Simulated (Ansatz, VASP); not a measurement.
# La: VASP beside Ansatz

Contents of INCAR:

```
PREC = Accurate
ENCUT = 600
EDIFF = 1E-6
ISMEAR = -1
SIGMA = 0.1
LREAL = F
LASPH = T
NELM = 100
ALGO = Normal
ISIF = 3
LWAVE = F
LCHARG = F
GGA = PS
IBRION = 2
NSW = 100
EDIFFG = -0.002
```

File KPOINTS:

```
regular mesh
0
Gamma
  10 10 6
```

File POSCAR:

```
La
1.0
    3.7500000000      0.0000000000      0.0000000000
   -1.8750000000      3.2475952642      0.0000000000
    0.0000000000      0.0000000000      6.0700000000
La
2
Direct
    0.3333333333      0.6666666667      0.2500000000
    0.6666666667      0.3333333333      0.7500000000
```

Input for Ansatz:

```yaml
crystal:
  lattice:
    - [3.75, 0.0, 0.0]
    - [-1.875, 3.24759526419, 0.0]
    - [0.0, 0.0, 6.07]
  atoms:
    - { symbol: La, position: [0.333333333333, 0.666666666667, 0.25] }
    - { symbol: La, position: [0.666666666667, 0.333333333333, 0.75] }
kpoints:
  mp_grid: { grid: [10, 10, 6] }
scf:
  occupations: { method: fermi_dirac, width: 0.1 }
hamiltonian:
  xc: pbesol
  pseudopotentials: { kind: paw }
relax:
  f_tol: 0.002
  max_steps: 80
  cell: {}
output:
  forces: true
  stress: true
  write_density: true
  write_potential: true
  elf: true
  volumetric_format: npy
```

Alike in both runs: task relaxation of cell and atoms; functional PBEsol; k mesh 10 × 10 × 6; occupations fermi-dirac, width 0.1 eV; no spin polarisation.

|  | VASP | Ansatz |
| --- | --- | --- |
| version | VASP 6.6.1 | Ansatz 0.2.0 |
| potentials or method | VASP PAW PBE potentials, release 64 (La) | PAW with Ansatz's default frozen-core files, scalar-relativistic |
| plane-wave cutoff (eV) | 600 | 420 |
| valence electrons in the cell | 22 | 22 |

VASP gave:

```
relaxed volume (Å³/atom)                                     : 34.62
relaxed cell length with the largest relative difference (Å) : 5.969
```

Task: Which values does Ansatz return?

Result: Relaxed volume (Å³/atom): 34.54; relaxed cell length with the largest relative difference (Å): 5.955.

VASP's potentials were made for PBE, not for PBEsol.

Neither program's run includes spin-orbit coupling.
